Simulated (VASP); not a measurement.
Runs of VASP 6.6.1 on FeO. The structure is tetragonal, space group I4/mmm (No. 139). Conventional cell: a = 3.204 Å, b = 3.204 Å, c = 4.167 Å, α = 90.00°, β = 90.00°, γ = 90.00°. Fe (site symmetry 4/mmm) has 6 O at 2.08 to 2.27 Å within 2.8 Å. O (site symmetry 4/mmm) has 6 Fe at 2.08 to 2.27 Å within 2.8 Å. 

| task | level | potentials or basis | spin | fixed moment (μB) | cell | k mesh | cutoff (eV) | gap on the mesh (eV) | pressure (GPa) | moment (μB) |
| --- | --- | --- | --- | --- | --- | --- | --- | --- | --- | --- |
| single point | PBE | VASP PAW PBE potentials, release 64 (Fe_sv, O) | off | - | as given | 12 × 12 × 12 | 700 | none | -30.7 | - |
| single point | PBE | VASP PAW PBE potentials, release 64 (Fe_sv, O) | collinear, zero start | 0.0 | as given | 10 × 10 × 10 | 700 | - | -30.7 | 0.00 |
| single point | PBEsol | VASP PAW PBE potentials, release 64 (Fe_sv, O) | collinear, zero start | 0.0 | as given | 10 × 10 × 10 | 700 | - | -37.9 | 0.00 |
| single point | PBE | VASP PAW PBE potentials, release 64 (Fe_sv, O) | collinear, ferromagnetic start | 2.2 | as given | 10 × 10 × 10 | 700 | - | -23.9 | 2.20 |
| relaxation of cell and atoms | PBEsol | VASP PAW PBE potentials, release 64 (Fe, O) | collinear, ferromagnetic start | - | relaxed to 20 GPa | 12 × 12 × 12 | 600 | none | 19.9 | (a) |

Alike in all rows: smearing fermi-dirac 0.05 eV.

Question: Estimate the missing entries.

Answer: (a) 3.86.

Caveats: the cell stands under tension (at least some runs); semilocal functionals often make such compounds metallic where correlation or magnetic order opens a gap, which also shifts bond lengths (at least some runs); the total moment is fixed, so each spin has its own Fermi level (at least some runs); the PAW data sets were made with another functional, which shifts forces and pressure a little (at least some runs); a cell with one magnetic atom can't hold antiferromagnetic order, which such compounds often take (at least some runs); the total moment is fixed, so each spin has its own Fermi level and the state may be an excited one (at least some runs); the cell is relaxed towards a set pressure, so the run minimises the enthalpy, not the energy (at least some runs).

A gap of «none» marks levels without a gap at the run's occupations.

The runs don't all hold the same shells in valence.
